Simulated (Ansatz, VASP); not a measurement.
## ZnS in VASP and in Ansatz

```
Zn S
1.0
     3.76372    0.00000    0.00000
    -1.88186    3.25947    0.00000
     0.00000    0.00000    6.58086
Zn S
2 2
Direct
  0.33333 0.66667 0.00520
  0.66667 0.33333 0.50520
  0.33333 0.66667 0.37980
  0.66667 0.33333 0.87980
```

Alike in both runs: task single point; functional PBE; k mesh 9 × 9 × 4; occupations gaussian, width 0.05 eV; no spin polarisation.

|  | VASP | Ansatz |
| --- | --- | --- |
| version | VASP 6.6.1 | Ansatz 0.2.0 |
| potentials or method | VASP PAW PBE potentials, release 64 (Zn, S), cutoff 520 eV | scalar-relativistic, plane waves, PAW |
| valence electrons in the cell | 36 | 36 |

```csv
,VASP,Ansatz,Ansatz less VASP
gap on the k mesh at the Fermi level (eV),1.90,1.90,-0.001
least direct gap on the mesh (eV),1.90,1.90,-0.001
pressure (GPa),0.6,0.4,-0.17
"traceless stress, the component that is largest in VASP (GPa)",-5.13,-5.10,+0.038
rms of the force components (eV/Å),0.157,0.153,-0.0038
```

Atom by atom the forces differ by 0.004 eV/Å (rms over components).
